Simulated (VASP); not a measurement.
A run of VASP 6.6.1 is set up as follows.

The input POSCAR:

```
SrTiO3
1.0
    3.9072701075      0.0000000000      0.0000000000
    0.0000000000      3.9072701075      0.0000000000
    0.0000000000      0.0000000000      3.9072701075
Sr Ti O
1 1 3
Direct
    0.0000000000      0.0000000000      0.0000000000
    0.5000000000      0.5000000000      0.5000000000
    0.5000000000      0.0000000000      0.5000000000
    0.5000000000      0.5000000000      0.0000000000
    0.0000000000      0.5000000000      0.5000000000
```

INCAR.step1

```
PREC = Accurate ; ENCUT = 520
ISMEAR = 0 ; SIGMA = 0.02
LREAL = F ; LASPH = T
NELM = 100 ; NBANDS = 28
GGA = PE ; ALGO = Normal
EDIFF = 1E-4 ; LWAVE = T
LCHARG = F
```

File INCAR.step2:

```
PREC = Accurate ; ENCUT = 520
EDIFF = 1E-6 ; ISMEAR = 0
SIGMA = 0.02 ; LREAL = F
LASPH = T ; NELM = 100
ALGO = Normal ; ISIF = 2
LWAVE = F ; LCHARG = F
METAGGA = R2SCAN ; LMIXTAU = T
NBANDS = 28 ; ISTART = 1
```

Contents of KPOINTS:

```
regular mesh
0
Gamma
  8 8 8
```

Potentials or basis: VASP PAW PBE potentials, release 64 (Sr_sv, Ti_sv, O).

Launch:

```console
$ cat potpaw_PBE.64/Sr_sv/POTCAR potpaw_PBE.64/Ti_sv/POTCAR potpaw_PBE.64/O/POTCAR > POTCAR
$ cp INCAR.step1 INCAR
$ mpirun -np 1 vasp_std > vasp.out
$ cp INCAR.step2 INCAR
$ mpirun -np 1 vasp_std > vasp.out
```

Problem. What does it give for the band gap on the k mesh?

Solution. 2.27 eV (least direct gap 2.66 eV).

Problem. What does it give for the pressure?

Solution. 0.9 GPa.

Caveat: the PAW data sets were made with another functional, which shifts forces and pressure a little. A k mesh can miss the band edges.
